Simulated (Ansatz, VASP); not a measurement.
# One calculation of AlN, two programs

```
CELL_PARAMETERS angstrom
3.08574 0.00000 0.00000
-1.54287 2.67232 0.00000
0.00000 0.00000 4.94473
ATOMIC_POSITIONS crystal
Al 0.33333 0.66667 0.99919
Al 0.66667 0.33333 0.49919
N 0.33333 0.66667 0.38081
N 0.66667 0.33333 0.88081
```

Alike in both runs: task relaxation of the atoms; functional r2SCAN; k mesh 12 × 12 × 6; occupations fermi-dirac, width 0.02 eV; no spin polarisation.

|  | VASP | Ansatz |
| --- | --- | --- |
| version | VASP 6.6.1 | Ansatz 0.2.0 |
| potentials or method | VASP PAW PBE potentials, release 64 (Al, N), cutoff 520 eV | PAW plane waves |
| valence electrons in the cell | 16 | 16 |

VASP gave:

```
gap on the k mesh at the Fermi level, each at its own relaxed structure (eV) : 5.11
```

Question: Which values does Ansatz return?

Answer: gap on the k mesh at the Fermi level, each at its own relaxed structure (eV): 5.06.

VASP's potentials were made for PBE, not for r2SCAN. Ansatz's warnings: stress scf threshold loose.

Noted on VASP's run: the relaxation stopped at its first step, so nothing moved.
